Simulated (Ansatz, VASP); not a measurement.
# SnSe: VASP beside Ansatz

The input INCAR:

```
PREC = Accurate
ENCUT = 520
EDIFF = 1E-6
ISMEAR = 0
SIGMA = 0.03
LREAL = False
LASPH = True
NELM = 100
ALGO = Normal
ISIF = 2
LWAVE = False
LCHARG = False
GGA = PE
IVDW = 12
NBANDS = 28
```

KPOINTS

```
Automatic mesh
0
Gamma
  8 8 6
```

The input POSCAR:

```
SnSe
1.0
    4.0109000000      0.0000000000      0.0000000000
    0.0000000000      4.0109000000      0.0000000000
    0.0000000000      0.0000000000      5.9710971824
Sn Se
2 2
Direct
    0.5000000000      0.0000000000      0.2500887432
    0.0000000000      0.5000000000      0.7499112568
    0.5000000000      0.0000000000      0.7499352227
    0.0000000000      0.5000000000      0.2500647773
```

Input for Ansatz:

```yaml
crystal:
  lattice:
    - [4.0109, 0.0, 0.0]
    - [0.0, 4.0109, 0.0]
    - [0.0, 0.0, 5.9710971824]
  atoms:
    - { symbol: Sn, position: [0.5, 0.0, 0.2500887432] }
    - { symbol: Sn, position: [0.0, 0.5, 0.7499112568] }
    - { symbol: Se, position: [0.5, 0.0, 0.7499352227] }
    - { symbol: Se, position: [0.0, 0.5, 0.2500647773] }
basis:
  ecutwfc: 420
kpoints:
  mp_grid: { grid: [8, 8, 6] }
hamiltonian:
  xc: pbe
  dispersion: d3bj
scf:
  occupations: { method: gaussian, width: 0.03 }
output:
  forces: true
  stress: true
  eigenvalues: true
```

Alike in both runs: task single point; functional PBE; dispersion D3(BJ); k mesh 8 × 8 × 6; occupations gaussian, width 0.03 eV; no spin polarisation.

|  | VASP | Ansatz |
| --- | --- | --- |
| version | VASP 6.6.1 | Ansatz 0.2.0 |
| potentials or method | VASP PAW PBE potentials, release 64 (Sn_d, Se), cutoff 520 eV | scalar-relativistic, plane waves, PAW |
| valence electrons in the cell | 40 | 60 |

|  | VASP | Ansatz | Ansatz less VASP |
| --- | --- | --- | --- |
| gap on the k mesh at the Fermi level (eV) | none | none | - |
| pressure (GPa) | 7.4 | 7.4 | +0.01 |
| traceless stress, the component that is largest in VASP (GPa) | -6.18 | -6.17 | +0.011 |

A gap of «none» marks a metal or a gap that the smearing closes. VASP's potentials hold 40 valence electrons a cell and Ansatz's 60, so a difference there can come from the potentials and not from the codes.
